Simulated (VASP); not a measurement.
Wanted: the native input for a VASP 6.6.1 run.

```yaml
Task: single point
Functional: PBE
Potentials_or_basis: VASP PAW PBE potentials, release 64 (Te, Be)
Cutoff: 520 eV
k_mesh: 8 × 8 × 8
Occupations: gaussian, width 0.012 eV
Spin: no spin polarisation
Dipole_correction: no
Further_INCAR_settings: ALGO = Normal; EDIFF = 1e-06; NBANDS = 11
```

The structure of BeTe lies in POSCAR:

```
BeTe
1.0
    0.0000000000      2.7700000000      2.7700000000
    2.7700000000      0.0000000000      2.7700000000
    2.7700000000      2.7700000000      0.0000000000
Te Be
1 1
Direct
    0.7500000000      0.7500000000      0.7500000000
    0.0000000000      0.0000000000      0.0000000000
```

One way to write it, as run:

INCAR

```
SYSTEM = BeTe
ALGO     = Normal         ! electronic algorithm
EDIFF    = 1E-6           ! SCF threshold, eV
ENCUT    = 520            ! plane-wave cutoff, eV
GGA      = PE             ! functional
ISIF     = 2              ! what is computed and relaxed
ISMEAR   = 0              ! smearing method
LASPH    = .TRUE.         ! aspherical terms in the spheres
LCHARG   = .FALSE.        ! write CHGCAR
LREAL    = .FALSE.        ! projectors in reciprocal space
LWAVE    = .FALSE.        ! write WAVECAR
NBANDS   = 11             ! bands
NELM     = 60             ! most SCF steps
PREC     = Accurate       ! precision mode
SIGMA    = 0.012          ! smearing width, eV
```

KPOINTS

```
k-points
0
G
  8 8 8
  0 0 0
```

Potentials or basis: VASP PAW PBE potentials, release 64 (Te, Be).

The run is started by

```console
$ cat potpaw_PBE.64/Te/POTCAR potpaw_PBE.64/Be/POTCAR > POTCAR
$ mpirun -np 1 vasp_std > vasp.out
```

It gave:

| Item | Value |
| --- | --- |
| Pressure | 4.5 GPa |
| Band gap on the k mesh | 1.85 eV, indirect (least direct gap 3.56 eV) |

Caveat: spin-orbit coupling is left out, which moves the levels of the heavy elements.

Wall time 41 s on 1 thread of AMD EPYC 7R13 (shared host), peak memory 0.14 GiB.
